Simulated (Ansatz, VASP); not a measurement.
BaHfO3: VASP beside Ansatz

```
CELL_PARAMETERS angstrom
4.17705 0.00000 0.00000
0.00000 4.17705 0.00000
0.00000 0.00000 4.17705
ATOMIC_POSITIONS crystal
Ba 0.50000 0.50000 0.99800
Hf 0.00000 0.00000 0.49799
O 0.00000 0.50000 0.49801
O 0.50000 0.00000 0.49801
O 0.00000 0.00000 0.99800
```

Alike in both runs: task single point; functional PBE; k mesh 4 × 4 × 4; occupations methfessel-paxton of order 1, width 0.2 eV; no spin polarisation.

```csv
,VASP,Ansatz
version,VASP 6.6.1,Ansatz 0.2.0
potentials or method,"VASP PAW PBE potentials, release 64 (Ba_sv, Hf_pv, O)",plane waves
plane-wave cutoff (eV),520,420
valence electrons in the cell,38,54
```

|  | VASP | Ansatz | Ansatz less VASP |
| --- | --- | --- | --- |
| gap on the k mesh at the Fermi level (eV) | 3.57 | 3.66 | +0.088 |
| pressure (GPa) | 2.9 | 3.4 | +0.53 |

VASP's potentials hold 38 valence electrons a cell and Ansatz's 54, so a difference there can come from the potentials and not from the codes. Ansatz's warnings: structure snapped to symmetry.

Neither program's run includes spin-orbit coupling.
